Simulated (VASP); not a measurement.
# ZrTi5C6 (P4/mmm) in VASP: single point with PBE

Aim: the single point of ZrTi5C6 with PBE.

All numbers are computed with VASP 6.6.1; they aren't measurements. Logs are shortened: lines on timing, memory, paths and dates and some standing lists are left out, and cuts for length are marked.

## Step 1: The cell of the first run

Symmetry: P4/mmm, No. 123, tetragonal system. Conventional cell: a = 3.124 Å, b = 3.124 Å, c = 13.180 Å, α = 90.00°, β = 90.00°, γ = 90.00°. Within 2.9 Å of Zr (site symmetry 4/mmm) lie 6 C at 2.21 to 2.31 Å. Ti (site symmetry 4mm) has 6 C at 2.13 to 2.21 Å within 2.8 Å. Within 2.8 Å of Ti (site symmetry 4mm) lie 6 C at 2.13 to 2.30 Å. Within 2.8 Å of Ti (site symmetry 4/mmm) lie 6 C at 2.15 to 2.21 Å. C (site symmetry 4mm) has 5 Ti at 2.13 to 2.21 Å and 1 Zr at 2.31 Å within 2.8 Å. C (site symmetry 4/mmm) has 4 Zr at 2.21 Å and 2 Ti at 2.30 Å within 2.9 Å. C (site symmetry 4mm) has 6 Ti at 2.13 to 2.21 Å within 2.8 Å. C (site symmetry 4/mmm) has 6 Ti at 2.14 to 2.21 Å within 2.8 Å.

## Step 2: Single point, PBE, collinear spin

File INCAR:

```
ALGO = Normal
EDIFF = 1E-7
ENCUT = 520
GGA = PE
ISIF = 2
ISMEAR = 0
ISPIN = 2
LASPH = T
LCHARG = F
LMAXMIX = 4
LORBIT = 11
LREAL = F
LWAVE = F
MAGMOM = 1 1 1 1 1 1 0 0 0 0 0 0
NBANDS = 64
NELM = 150
PREC = Accurate
SIGMA = 0.1
```

File KPOINTS:

```
k-points
0
Gamma
  6 6 2
```

File POSCAR:

```
ZrTi5C6
1.0
    3.1239201000      0.0000000000      0.0000000000
    0.0000000000      3.1239201000      0.0000000000
    0.0000000000      0.0000000000     13.1798732000
Zr Ti C
1 5 6
Direct
    0.0000000000      0.0000000000      0.0000000000
    0.0000000000      0.0000000000      0.6626400000
    0.5000000000      0.5000000000      0.8251530000
    0.5000000000      0.5000000000      0.1748470000
    0.0000000000      0.0000000000      0.3373600000
    0.5000000000      0.5000000000      0.5000000000
    0.0000000000      0.0000000000      0.8245730000
    0.5000000000      0.5000000000      0.0000000000
    0.0000000000      0.0000000000      0.1754270000
    0.5000000000      0.5000000000      0.3366850000
    0.0000000000      0.0000000000      0.5000000000
    0.5000000000      0.5000000000      0.6633150000
```

Potentials or basis: VASP PAW PBE potentials, release 64 (Zr_sv, Ti_sv, C).

Command:

```sh
cat potpaw_PBE.64/Zr_sv/POTCAR potpaw_PBE.64/Ti_sv/POTCAR potpaw_PBE.64/C/POTCAR > POTCAR
mpirun -np 1 vasp_std > vasp.out
```

OUTCAR:

```text
EDIFF = 1E-7
   ENCUT = 520
   GGA = PE
   ISIF = 2
   ISMEAR = 0
   ISPIN = 2
   LASPH = T
   LORBIT = 11
   LREAL = F
   NELM = 150
   PREC = Accurate

 ion  position               nearest neighbor table
   1  0.000  0.000  0.000-   8 2.21   8 2.21   8 2.21   8 2.21   9 2.31   7 2.31   4 3.19   4 3.19
                             3 3.19   4 3.19   3 3.19   3 3.19   4 3.19   3 3.19
   2  0.000  0.000  0.663-   7 2.13  11 2.14  12 2.21  12 2.21  12 2.21  12 2.21
   3  0.500  0.500  0.825-  12 2.13   7 2.21   7 2.21   7 2.21   7 2.21   8 2.30   1 3.19   1 3.19
                             1 3.19   1 3.19
   4  0.500  0.500  0.175-  10 2.13   9 2.21   9 2.21   9 2.21   9 2.21   8 2.30   1 3.19   1 3.19
                             1 3.19   1 3.19
   5  0.000  0.000  0.337-   9 2.13  11 2.14  10 2.21  10 2.21  10 2.21  10 2.21
   6  0.500  0.500  0.500-  10 2.15  12 2.15  11 2.21  11 2.21  11 2.21  11 2.21
   7  0.000  0.000  0.825-   2 2.13   3 2.21   3 2.21   3 2.21   3 2.21   1 2.31
   8  0.500  0.500  0.000-   1 2.21   1 2.21   1 2.21   1 2.21   4 2.30   3 2.30
   9  0.000  0.000  0.175-   5 2.13   4 2.21   4 2.21   4 2.21   4 2.21   1 2.31
  10  0.500  0.500  0.337-   4 2.13   6 2.15   5 2.21   5 2.21   5 2.21   5 2.21
  11  0.000  0.000  0.500-   2 2.14   5 2.14   6 2.21   6 2.21   6 2.21   6 2.21
  12  0.500  0.500  0.663-   3 2.13   6 2.15   2 2.21   2 2.21   2 2.21   2 2.21

  LATTYP: Found a simple tetragonal cell.
 ALAT       =     3.1239201000
 C/A-ratio  =     4.2190173814

  Lattice vectors:

 A1 = (   3.1239201000,   0.0000000000,   0.0000000000)
 A2 = (   0.0000000000,   3.1239201000,   0.0000000000)
 A3 = (   0.0000000000,   0.0000000000,  13.1798732000)

Analysis of symmetry for initial positions (statically):
=====================================================================
 Subroutine PRICEL returns:
 Original cell was already a primitive cell.

 Routine SETGRP: Setting up the symmetry group for a
 simple tetragonal supercell.

 Subroutine GETGRP returns: Found 16 space group operations
 (whereof 16 operations were pure point group operations)
 out of a pool of 16 trial point group operations.

The static configuration has the point symmetry D_4h.

Analysis of symmetry for dynamics (positions and initial velocities):
=====================================================================
 Subroutine PRICEL returns:
 Original cell was already a primitive cell.

 Routine SETGRP: Setting up the symmetry group for a
 simple tetragonal supercell.

 Subroutine GETGRP returns: Found 16 space group operations
 (whereof 16 operations were pure point group operations)
 out of a pool of 16 trial point group operations.

The dynamic configuration has the point symmetry D_4h.

Analysis of structural, dynamic, and magnetic symmetry:
=====================================================================
 Subroutine PRICEL returns:
 Original cell was already a primitive cell.

 Routine SETGRP: Setting up the symmetry group for a
 simple tetragonal supercell.

 Subroutine GETGRP returns: Found 16 space group operations
 (whereof 16 operations were pure point group operations)
 out of a pool of 16 trial point group operations.

The overall configuration has the point symmetry D_4h.

 Subroutine INISYM returns: Found 16 space group operations
 (whereof 16 operations are pure point group operations),
 and found     1 'primitive' translations

----------------------------------------------------------------------------------------

                                     Primitive cell

  volume of cell :     128.6208

  direct lattice vectors                    reciprocal lattice vectors
     3.123920100  0.000000000  0.000000000     0.320110620  0.000000000  0.000000000
     0.000000000  3.123920100  0.000000000     0.000000000  0.320110620  0.000000000
     0.000000000  0.000000000 13.179873200     0.000000000  0.000000000  0.075873264

  length of vectors
     3.123920100  3.123920100 13.179873200     0.320110620  0.320110620  0.075873264

  position of ions in fractional coordinates (direct lattice)
     0.000000000  0.000000000  0.000000000
     0.000000000  0.000000000  0.662640000
     0.500000000  0.500000000  0.825153000
     0.500000000  0.500000000  0.174847000
     0.000000000  0.000000000  0.337360000
     0.500000000  0.500000000  0.500000000
     0.000000000  0.000000000  0.824573000
     0.500000000  0.500000000  0.000000000
     0.000000000  0.000000000  0.175427000
     0.500000000  0.500000000  0.336685000
     0.000000000  0.000000000  0.500000000
     0.500000000  0.500000000  0.663315000

  ion indices of the primitive-cell ions
   primitive index   ion index
                 1           1
                 2           2
                 3           3
                 4           4
                 5           5
[... 32 lines left out ...]
 Found     20 irreducible k-points:

 Following reciprocal coordinates:
            Coordinates               Weight
  0.000000  0.000000  0.000000      1.000000
  0.166667  0.000000  0.000000      4.000000
  0.333333  0.000000  0.000000      4.000000
  0.500000  0.000000  0.000000      2.000000
  0.166667  0.166667  0.000000      4.000000
  0.333333  0.166667  0.000000      8.000000
[... 12 lines left out ...]
  0.500000  0.333333  0.500000      4.000000
  0.500000  0.500000  0.500000      1.000000
   k-points           NKPTS =     20   k-points in BZ     NKDIM =     20   number of bands    NBANDS=     64
   number of dos      NEDOS =    301   number of ions     NIONS =     12
   total plane-waves  NPLWV =  56448
   dimension x,y,z NGX =    24 NGY =   24 NGZ =   98
   dimension x,y,z NGXF=    48 NGYF=   48 NGZF=  196
   ions per type =               1   5   6
   NGX,Y,Z   is equivalent  to a cutoff of  12.77, 12.77, 12.36 a.u.
   NGXF,Y,Z  is equivalent  to a cutoff of  25.54, 25.54, 24.72 a.u.
 SYSTEM =  unknown system
   PREC   = accura    normal or accurate (medium, high low for compatibility)
   ISTART =      0    job   : 0-new  1-cont  2-samecut
   ICHARG =      2    charge: 1-file 2-atom 10-const
   ISPIN  =      2    spin polarized calculation?
   LNONCOLLINEAR =      F non collinear calculations
   LSORBIT =      F    spin-orbit coupling
   LASPH  =      T    aspherical Exc in radial PAW
   ENCUT  =  520.0 eV  38.22 Ry    6.18 a.u.   5.81  5.81 24.51*2*pi/ulx,y,z
   NELM   =    150;   NELMIN=  2; NELMDL= -5     # of ELM steps
   EDIFF  = 0.1E-06   stopping-criterion for ELM
   LREAL  =      F    real-space projection
   EDIFFG = 0.1E-05   stopping-criterion for IOM
   NSW    =      0    number of steps for IOM
   IBRION =     -1    ionic relax: 0-MD 1-quasi-New 2-CG
   NFREE  =      0    steps in history (QN), initial steepest desc. (CG)
   ISIF   =      2    stress and relaxation
   ISYM   =      2    0-nonsym 1-usesym 2-fastsym
   POTIM  = 0.5000    time-step for ionic-motion
   TEBEG  =    0.0;   TEEND  =   0.0 temperature during run
   PSTRESS=    0.0 pullay stress
   NELECT =      96.0000    total number of electrons
   NUPDOWN=      -1.0000    fix difference up-down
   EMIN   =  10.00;   EMAX   =-10.00  energy-range for DOS
   EFERMI =   0.00;   METHOD = LEGACY
   ISMEAR =     0;   SIGMA  =   0.10  broadening in eV -4-tet -1-fermi 0-gaus
   EFERMI_NEDOS =   21; number of points for ismear=-14 and -15
   IALGO  =     38    algorithm
   IMIX   =      4    mixing-type and parameters
     AMIX     =   0.40;   BMIX     =  1.00
     AMIX_MAG =   1.60;   BMIX_MAG =  1.00
  volume/ion in A,a.u.               =      10.72        72.33
  Fermi-wavevector in a.u.,A,eV,Ry     =   1.485006  2.806255 30.004152  2.205243
  Thomas-Fermi vector in A             =   2.598472
   LORBIT       =     11    0 simple, 1 ext, 2 COOP (PROOUT), +10 PAW based schemes
   GGA     = PE    functional components
   LHFCALC =     F    Hartree Fock is set to
   AEXX    =    0.0000 exact exchange contribution
   IVDW    =     0    specifies the selected vdW correction
   LEPSILON=     F    determine dielectric tensor
   LRPA    =     F    only Hartree local field effects (RPA)
 spin polarized calculation
 Gauss-broadening in eV      SIGMA  =   0.10
  energy-cutoff  :      520.00
  volume of cell :      128.62
 maximum number of plane-waves:      3512
 NGX is ok and might be reduce to    24
   NGX = 11   NGY = 11   NGZ = 49

 number of electron      95.9999996 magnetization       0.0000191

 Free energy of the ion-electron system (eV)
  ---------------------------------------------------
  ext. energy  EPLUGINS =         0.00000000
  ---------------------------------------------------
  free energy    TOTEN  =      -112.43500425 eV

  energy without entropy =     -112.42942497  energy(sigma->0) =     -112.43221461

 E-fermi :   9.2735     XC(G=0): -12.5370

 val. band max:        9.1530404628   @ k =   0.1667   0.1667   0.0000
 cond. band min:       9.2999128356   @ k =   0.0000   0.0000   0.5000
 fundamental gap:      0.1468723728
 Fermi energy:         9.2735075874

 spin component 1

 k-point     1 :       0.0000    0.0000    0.0000
  band No.  band energies     occupation
      1     -47.3576      1.00000
      2     -47.3563      1.00000
      3     -47.3085      1.00000
      4     -47.2679      1.00000
      5     -47.2450      1.00000
      6     -38.2433      1.00000
[... 1249 lines left out ...]
     59      12.5850      0.00000
     60      12.6230      0.00000
 Fermi energy:         9.2735075874

 spin component 2

 k-point     1 :       0.0000    0.0000    0.0000
  band No.  band energies     occupation
      1     -47.3576      1.00000
      2     -47.3563      1.00000
      3     -47.3085      1.00000
      4     -47.2679      1.00000
      5     -47.2450      1.00000
      6     -38.2433      1.00000
[... 1249 lines left out ...]
     59      12.5850      0.00000
     60      12.6230      0.00000
 [bands above 60 left out]

------------------------ aborting loop because EDIFF is reached ----------------------------------------

  FORCE on cell =-STRESS in cart. coord.  units (eV):
  Direction    XX          YY          ZZ          XY          YZ          ZX
  --------------------------------------------------------------------------------------
  -------------------------------------------------------------------------------------
  Total        0.0687092      0.0687092      0.2894743      0.0000000      0.0000000     -0.0000000
  in kB        0.8558836      0.8558836      3.6058657      0.0000000      0.0000000     -0.0000000
  external PRESSURE =       1.7725443 kB  Pullay stress =       0.0000000 kB

 VOLUME and BASIS-vectors are now :
 -----------------------------------------------------------------------------
  energy-cutoff  :      520.00
  volume of cell :      128.62
      direct lattice vectors                 reciprocal lattice vectors
     3.123920100  0.000000000  0.000000000     0.320110620  0.000000000  0.000000000
     0.000000000  3.123920100  0.000000000     0.000000000  0.320110620  0.000000000
     0.000000000  0.000000000 13.179873200     0.000000000  0.000000000  0.075873264

 POSITION                                       TOTAL-FORCE (eV/Angst)
 -----------------------------------------------------------------------------------
      0.00000      0.00000      0.00000        -0.000000     -0.000000      0.000000
      0.00000      0.00000      8.73351        -0.000000     -0.000000     -0.008480
      1.56196      1.56196     10.87541         0.000000      0.000000     -0.044465
      1.56196      1.56196      2.30446        -0.000000      0.000000      0.044465
      0.00000      0.00000      4.44636        -0.000000     -0.000000      0.008480
      1.56196      1.56196      6.58994        -0.000000     -0.000000      0.000000
      0.00000      0.00000     10.86777        -0.000000     -0.000000     -0.020570
      1.56196      1.56196      0.00000        -0.000000     -0.000000      0.000000
      0.00000      0.00000      2.31211        -0.000000     -0.000000      0.020570
      1.56196      1.56196      4.43747        -0.000000      0.000000     -0.017324
      0.00000      0.00000      6.58994        -0.000000     -0.000000      0.000000
      1.56196      1.56196      8.74241        -0.000000     -0.000000      0.017324
 -----------------------------------------------------------------------------------
    total drift:                                0.000000     -0.000000      0.000000

  FREE ENERGIE OF THE ION-ELECTRON SYSTEM (eV)
  ---------------------------------------------------
  free  energy   TOTEN  =      -112.4350042529 eV

  energy  without entropy=     -112.4294249683  energy(sigma->0) =     -112.43221461

 total charge

# of ion       s       p       d       tot
------------------------------------------
    1        2.202   6.075   1.815  10.092
    2        2.193   6.233   1.921  10.347
    3        2.188   6.221   1.906  10.315
    4        2.188   6.221   1.906  10.315
    5        2.193   6.233   1.921  10.347
    6        2.192   6.232   1.915  10.339
    7        0.892   1.485   0.000   2.377
    8        0.907   1.525   0.000   2.432
    9        0.892   1.485   0.000   2.377
   10        0.892   1.491   0.000   2.383
   11        0.893   1.488   0.000   2.381
   12        0.892   1.491   0.000   2.383
--------------------------------------------------
tot         18.523  46.182  11.382  76.088

 magnetization (x)

# of ion       s       p       d       tot
------------------------------------------
    1        0.000   0.000   0.000   0.000
    2        0.000   0.000  -0.000  -0.000
    3        0.000   0.000  -0.000  -0.000
    4        0.000   0.000  -0.000  -0.000
    5        0.000   0.000  -0.000  -0.000
    6        0.000  -0.000  -0.000  -0.000
    7       -0.000  -0.000   0.000  -0.000
    8       -0.000  -0.000   0.000  -0.000
    9       -0.000  -0.000   0.000  -0.000
   10       -0.000  -0.000   0.000  -0.000
   11       -0.000  -0.000   0.000  -0.000
   12       -0.000  -0.000   0.000  -0.000
--------------------------------------------------
tot         -0.000  -0.000   0.000  -0.000
```

Wall time 16 min (1 thread of Intel Xeon 8259CL, shared host); peak memory 0.42 GiB.

Results:

```yaml
Free_energy: -112.4350 eV
Pressure: 0.2 GPa
Largest_force: 0.044 eV/Å
Band_gap_on_the_k_mesh: zero (filled and empty bands overlap)
Net_moment: 0.00 μB per cell
Valence_electrons_inside_the_program's_atomic_spheres: Zr 10.09; Ti 10.35, 10.31, 10.34 (each value once); C 2.38, 2.43 (each value once)
```

Forces on the atoms (eV/Å):
```
Zr   0.000  0.000  0.000
Ti   0.000  0.000 -0.008
Ti   0.000  0.000 -0.044
Ti   0.000  0.000  0.044
Ti   0.000  0.000  0.008
Ti   0.000  0.000  0.000
C    0.000  0.000 -0.021
C    0.000  0.000  0.000
C    0.000  0.000  0.021
C    0.000  0.000 -0.017
C    0.000  0.000  0.000
C    0.000  0.000  0.017
```

Levels at points of the mesh, in eV from the Fermi level:
Spin up:
```tsv
k point	band 44	band 45	band 46	band 47	band 48	band 49	band 50	band 51	band 52	band 53
(0.00, 0.00, 0.00)	-0.24	-0.13	-0.13	0.04	0.16	0.19	0.19	0.82	0.82	0.83
(0.50, 0.00, 0.00)	-2.57	-2.46	-2.44	-2.37	-2.29	2.05	2.28	2.58	2.69	2.71
(0.50, 0.50, 0.00)	-1.91	-1.52	-1.52	-0.13	0.19	0.19	0.21	1.82	1.82	2.02
(0.00, 0.00, 0.50)	-0.32	-0.22	-0.22	0.03	0.03	0.32	0.32	0.40	0.40	0.56
(0.50, 0.00, 0.50)	-2.48	-2.46	-2.46	-2.41	-2.29	2.24	2.25	2.32	2.67	2.69
(0.50, 0.50, 0.50)	-1.57	-1.05	-0.89	-0.72	-0.72	0.77	0.77	0.82	0.82	2.78
```
Spin down:
```tsv
k point	band 45	band 46	band 47	band 48	band 49	band 50	band 51	band 52
(0.00, 0.00, 0.00)	-0.13	-0.13	0.04	0.16	0.19	0.19	0.82	0.82
(0.50, 0.00, 0.00)	-2.46	-2.44	-2.37	-2.29	2.05	2.28	2.58	2.69
(0.50, 0.50, 0.00)	-1.52	-1.52	-0.13	0.19	0.19	0.21	1.82	1.82
(0.00, 0.00, 0.50)	-0.22	-0.22	0.03	0.03	0.32	0.32	0.40	0.40
(0.50, 0.00, 0.50)	-2.46	-2.46	-2.41	-2.29	2.24	2.25	2.32	2.67
(0.50, 0.50, 0.50)	-1.05	-0.89	-0.72	-0.72	0.77	0.77	0.82	0.82
```

The gap in the log of VASP goes by the Fermi energy; the results here count the filled bands.